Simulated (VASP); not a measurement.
# Cu (P6_3/mmc) in VASP: relaxation of cell and atoms with PBEsol

Aim: the relaxation of cell and atoms of Cu with PBEsol.

Everything below comes from runs of VASP 6.6.1. Logs are shortened: lines on timing, memory, paths and dates and some standing lists are left out, and cuts for length are marked.

## 1. The cell of the first run

The structure is hexagonal, space group P6_3/mmc (No. 194). Conventional cell: a = 2.521 Å, b = 2.521 Å, c = 12.350 Å, α = 90.00°, β = 90.00°, γ = 120.00°. Within 3.3 Å of Cu (site symmetry -6m2) lie 12 Cu at 2.52 Å. Within 3.3 Å of Cu (site symmetry 3m) lie 12 Cu at 2.52 Å.

This isn't the form of Cu at room conditions, which is fcc.

## 2. Relaxation of cell and atoms, PBEsol

INCAR

```
  PREC = Accurate
  ENCUT = 600
  EDIFF = 1E-7
  ISMEAR = 0
  SIGMA = 0.1
  LREAL = False
  LASPH = True
  NELM = 60
  ALGO = Fast
  ISIF = 3
  LWAVE = False
  LCHARG = False
  GGA = PS
  IBRION = 2
  NSW = 65
  EDIFFG = -0.01
```

KPOINTS

```
Automatic mesh
0
Gamma
  18 18 4
```

POSCAR

```
Cu
1.0
    2.5205132530      0.0000000000      0.0000000000
   -1.2602566265      2.1828285076      0.0000000000
    0.0000000000      0.0000000000     12.3499992565
Cu
6
Direct
    0.0000000000      0.0000000000      0.0000000000
    0.3333333333      0.6666666667      0.1666666667
    0.6666666667      0.3333333333      0.3333333333
    0.0000000000      0.0000000000      0.5000000000
    0.6666666667      0.3333333333      0.6666666667
    0.3333333333      0.6666666667      0.8333333333
```

Potentials or basis: VASP PAW PBE potentials, release 64 (Cu).

Launch:

```bash
$ cat potpaw_PBE.64/Cu/POTCAR > POTCAR
$ mpirun -np 1 vasp_std > vasp.out
```

OUTCAR:

```text
PREC = Accurate
   ENCUT = 600
   EDIFF = 1E-7
   ISMEAR = 0
   LREAL = False
   LASPH = True
   NELM = 60
   ISIF = 3
   GGA = PS
   IBRION = 2
   NSW = 65
   EDIFFG = -0.01

 ion  position               nearest neighbor table
   1  0.000  0.000  0.000-   2 2.52   6 2.52   2 2.52   6 2.52   2 2.52   6 2.52
   2  0.333  0.667  0.167-   3 2.52   3 2.52   3 2.52   1 2.52   1 2.52   1 2.52
   3  0.667  0.333  0.333-   2 2.52   2 2.52   2 2.52   4 2.52   4 2.52   4 2.52
   4  0.000  0.000  0.500-   3 2.52   5 2.52   3 2.52   5 2.52   3 2.52   5 2.52
   5  0.667  0.333  0.667-   6 2.52   6 2.52   6 2.52   4 2.52   4 2.52   4 2.52
   6  0.333  0.667  0.833-   5 2.52   5 2.52   5 2.52   1 2.52   1 2.52   1 2.52

  LATTYP: Found a hexagonal cell.
 ALAT       =     2.5205132530
 C/A-ratio  =     4.8997954055

  Lattice vectors:

 A1 = (   2.5205132530,   0.0000000000,   0.0000000000)
 A2 = (  -1.2602566265,   2.1828285076,   0.0000000000)
 A3 = (   0.0000000000,   0.0000000000,  12.3499992565)

Analysis of symmetry for initial positions (statically):
=====================================================================
 Subroutine PRICEL returns:
 Original cell was already a primitive cell.

 Routine SETGRP: Setting up the symmetry group for a
 hexagonal supercell.

 Subroutine GETGRP returns: Found 24 space group operations
 (whereof 12 operations were pure point group operations)
 out of a pool of 24 trial point group operations.

The static configuration has the point symmetry D_3h.
 The point group associated with its full space group is D_6h.

Analysis of symmetry for dynamics (positions and initial velocities):
=====================================================================
 Subroutine PRICEL returns:
 Original cell was already a primitive cell.

 Routine SETGRP: Setting up the symmetry group for a
 hexagonal supercell.

 Subroutine GETGRP returns: Found 24 space group operations
 (whereof 12 operations were pure point group operations)
 out of a pool of 24 trial point group operations.

The dynamic configuration has the point symmetry D_3h.
 The point group associated with its full space group is D_6h.

 Subroutine INISYM returns: Found 24 space group operations
 (whereof 12 operations are pure point group operations),
 and found     1 'primitive' translations

----------------------------------------------------------------------------------------

                                     Primitive cell

  volume of cell :      67.9478

  direct lattice vectors                    reciprocal lattice vectors
     2.520513253  0.000000000  0.000000000     0.396744591  0.229060596  0.000000000
    -1.260256626  2.182828508  0.000000000     0.000000000  0.458121193  0.000000000
     0.000000000  0.000000000 12.349999257     0.000000000  0.000000000  0.080971665

  length of vectors
     2.520513253  2.520513253 12.349999257     0.458121193  0.458121193  0.080971665

  position of ions in fractional coordinates (direct lattice)
     0.000000000  0.000000000  0.000000000
     0.333333333  0.666666667  0.166666667
     0.666666667  0.333333333  0.333333333
     0.000000000  0.000000000  0.500000000
     0.666666667  0.333333333  0.666666667
     0.333333333  0.666666667  0.833333333

  ion indices of the primitive-cell ions
   primitive index   ion index
                 1           1
                 2           2
                 3           3
                 4           4
                 5           5
                 6           6

----------------------------------------------------------------------------------------

 KPOINTS: Automatic mesh

Automatic generation of k-mesh.
 Grid dimensions read from file:
 generate k-points for:   18   18    4

 Generating k-lattice:

  Cartesian coordinates                     Fractional coordinates (reciprocal lattice)
     0.022041366  0.012725589  0.000000000     0.055555556  0.000000000  0.000000000
     0.000000000  0.025451177  0.000000000     0.000000000  0.055555556  0.000000000
     0.000000000  0.000000000  0.020242916     0.000000000  0.000000000  0.250000000

  Length of vectors
     0.025451177  0.025451177  0.020242916

  Shift w.r.t. Gamma in fractional coordinates (k-lattice)
     0.000000000  0.000000000  0.000000000

 Subroutine IBZKPT returns following result:
 ===========================================

 Found    111 irreducible k-points:

 Following reciprocal coordinates:
            Coordinates               Weight
  0.000000  0.000000  0.000000      1.000000
  0.055556 -0.000000  0.000000      6.000000
  0.111111 -0.000000  0.000000      6.000000
  0.166667  0.000000  0.000000      6.000000
  0.222222  0.000000  0.000000      6.000000
  0.277778  0.000000  0.000000      6.000000
[... 16 lines left out ...]
  0.333333  0.111111  0.000000     12.000000
  0.388889  0.111111  0.000000     12.000000
 [... further k-points ...]
   k-points           NKPTS =    111   k-points in BZ     NKDIM =    111   number of bands    NBANDS=     39
   number of dos      NEDOS =    301   number of ions     NIONS =      6
   total plane-waves  NPLWV =  40000
   dimension x,y,z NGX =    20 NGY =   20 NGZ =  100
   dimension x,y,z NGXF=    40 NGYF=   40 NGZF=  200
   ions per type =               6
   NGX,Y,Z   is equivalent  to a cutoff of  13.19, 13.19, 13.46 a.u.
   NGXF,Y,Z  is equivalent  to a cutoff of  26.38, 26.38, 26.92 a.u.
 SYSTEM =  unknown system
   PREC   = accura    normal or accurate (medium, high low for compatibility)
   ISTART =      0    job   : 0-new  1-cont  2-samecut
   ICHARG =      2    charge: 1-file 2-atom 10-const
   ISPIN  =      1    spin polarized calculation?
   LNONCOLLINEAR =      F non collinear calculations
   LSORBIT =      F    spin-orbit coupling
   LASPH  =      T    aspherical Exc in radial PAW
   ENCUT  =  600.0 eV  44.10 Ry    6.64 a.u.   5.03  5.03 24.67*2*pi/ulx,y,z
   NELM   =     60;   NELMIN=  2; NELMDL= -5     # of ELM steps
   EDIFF  = 0.1E-06   stopping-criterion for ELM
   LREAL  =      F    real-space projection
   EDIFFG = -.1E-01   stopping-criterion for IOM
   NSW    =     65    number of steps for IOM
   IBRION =      2    ionic relax: 0-MD 1-quasi-New 2-CG
   NFREE  =      1    steps in history (QN), initial steepest desc. (CG)
   ISIF   =      3    stress and relaxation
   ISYM   =      2    0-nonsym 1-usesym 2-fastsym
   POTIM  = 0.5000    time-step for ionic-motion
   TEBEG  =    0.0;   TEEND  =   0.0 temperature during run
   PSTRESS=    0.0 pullay stress
   NELECT =      66.0000    total number of electrons
   NUPDOWN=      -1.0000    fix difference up-down
   EMIN   =  10.00;   EMAX   =-10.00  energy-range for DOS
   EFERMI =   0.00;   METHOD = LEGACY
   ISMEAR =     0;   SIGMA  =   0.10  broadening in eV -4-tet -1-fermi 0-gaus
   EFERMI_NEDOS =   21; number of points for ismear=-14 and -15
   IALGO  =     68    algorithm
   IMIX   =      4    mixing-type and parameters
     AMIX     =   0.40;   BMIX     =  1.00
     AMIX_MAG =   1.60;   BMIX_MAG =  1.00
  volume/ion in A,a.u.               =      11.32        76.42
  Fermi-wavevector in a.u.,A,eV,Ry     =   1.621303  3.063819 35.764611  2.628625
  Thomas-Fermi vector in A             =   2.715101
   LORBIT       =      0    0 simple, 1 ext, 2 COOP (PROOUT), +10 PAW based schemes
   GGA     = PS    functional components
   LHFCALC =     F    Hartree Fock is set to
   AEXX    =    0.0000 exact exchange contribution
   IVDW    =     0    specifies the selected vdW correction
   LEPSILON=     F    determine dielectric tensor
   LRPA    =     F    only Hartree local field effects (RPA)
 conjugate gradient relaxation of ions
 non-spin polarized calculation
 RMM-DIIS sequential band-by-band and
 Gauss-broadening in eV      SIGMA  =   0.10
  energy-cutoff  :      600.00
  volume of cell :       67.95
 maximum number of plane-waves:      2301
   NGX = 11   NGY = 11   NGZ = 49

--------------------------------------- Ionic step        1  -------------------------------------------

 number of electron      66.0000007 magnetization

 Free energy of the ion-electron system (eV)
  ---------------------------------------------------
  ext. energy  EPLUGINS =         0.00000000
  ---------------------------------------------------
  free energy    TOTEN  =       -25.83687338 eV

  energy without entropy =      -25.82585146  energy(sigma->0) =      -25.83136242

------------------------ aborting loop because EDIFF is reached ----------------------------------------

  FORCE on cell =-STRESS in cart. coord.  units (eV):
  Direction    XX          YY          ZZ          XY          YZ          ZX
  --------------------------------------------------------------------------------------
  -------------------------------------------------------------------------------------
  Total        0.2958090      0.2958090      0.2117804     -0.0000000      0.0000000      0.0000000
  in kB        6.9750365      6.9750365      4.9936803     -0.0000000      0.0000000      0.0000000
  external PRESSURE =       6.3145844 kB  Pullay stress =       0.0000000 kB
[... 105 lines left out ...]
  energy  without entropy=      -25.8264650933  energy(sigma->0) =      -25.83197816

--------------------------------------- Ionic step        4  -------------------------------------------

 number of electron      65.9999998 magnetization

 Free energy of the ion-electron system (eV)
  ---------------------------------------------------
  ext. energy  EPLUGINS =         0.00000000
  ---------------------------------------------------
  free energy    TOTEN  =       -25.83754400 eV

  energy without entropy =      -25.82654075  energy(sigma->0) =      -25.83204238

 E-fermi :   7.8222     XC(G=0): -13.1315

 val. band max:        7.8105623112   @ k =   0.2778   0.1667   0.5000
 cond. band min:       7.8327801031   @ k =   0.2222   0.1111   0.0000
 fundamental gap:      0.0222177919
 Fermi energy:         7.8221546678

 k-point     1 :       0.0000    0.0000    0.0000
  band No.  band energies     occupation
      1      -1.8038      2.00000
      2      -0.7946      2.00000
      3      -0.7802      2.00000
      4       1.6441      2.00000
      5       1.6443      2.00000
      6       2.5677      2.00000
[... 997 lines left out ...]
     38      12.7391      0.00000
     39      14.8037      0.00000

 [... further k-points ...]
[... 5 lines left out ...]
  --------------------------------------------------------------------------------------
  -------------------------------------------------------------------------------------
  Total        0.0100139      0.0100139     -0.0107756      0.0000000      0.0000000     -0.0000000
  in kB        0.2351926      0.2351926     -0.2530843      0.0000000      0.0000000     -0.0000000
  external PRESSURE =       0.0724336 kB  Pullay stress =       0.0000000 kB
[... 21 lines left out ...]
  FREE ENERGIE OF THE ION-ELECTRON SYSTEM (eV)
  ---------------------------------------------------
  free  energy   TOTEN  =       -25.8375440028 eV

  energy  without entropy=      -25.8265407507  energy(sigma->0) =      -25.83204238

 reached required accuracy - stopping structural energy minimisation
```

Run time: 34 min. Hardware: 1 thread of Intel Xeon 8259CL, shared host; peak memory 0.38 GiB.

What came out:

* Free energy: -25.8375 eV
* Relaxed volume: 11.37 Å³/atom
* Relaxed cell: a = 2.525 Å, b = 2.525 Å, c = 12.359 Å, α = 90.00°, β = 90.00°, γ = 120.00°
* Space group after relaxing (to 0.1 Å): P6_3/mmc (No. 194)
* Energy gained by relaxing: 0.1 meV/atom
* Ionic steps: 4
* Pressure after relaxing: 0.0 GPa
* Largest force after relaxing: 0.006 eV/Å
* Band gap on the k mesh: zero (bands 33 and 34 overlap by 5.21 eV)

Forces on the atoms (eV/Å):
```
Cu   0.000  0.000  0.000
Cu   0.000  0.000  0.006
Cu   0.000  0.000 -0.006
Cu   0.000  0.000  0.000
Cu   0.000  0.000  0.006
Cu   0.000  0.000 -0.006
```

The path:
```tsv
step	energy change (eV)	largest force (eV/Å)	pressure (GPa)	volume (Å³)
1	0.0000	0.0285	0.63	67.95
2	-0.0004	0.0106	-0.33	68.39
3	-0.0006	0.0176	-0.04	68.23
4	-0.0007	0.0064	0.01	68.22
```

Final structure:
```xyz
6
Lattice="2.5245 0.0000 0.0000 -1.2623 2.1863 0.0000 0.0000 0.0000 12.3593" Properties=species:S:1:pos:R:3 pbc="T T T"
Cu   -1.2623    2.1863    0.0000
Cu    0.0000    1.4575    2.0616
Cu    1.2623    0.7288    4.1180
Cu   -1.2623    2.1863    6.1796
Cu    1.2623    0.7288    8.2412
Cu    0.0000    1.4575   10.2977
```

Caveat: the PAW data sets were made with another functional, which shifts forces and pressure a little.

The gap in the log of VASP goes by the Fermi energy; the results here count the filled bands.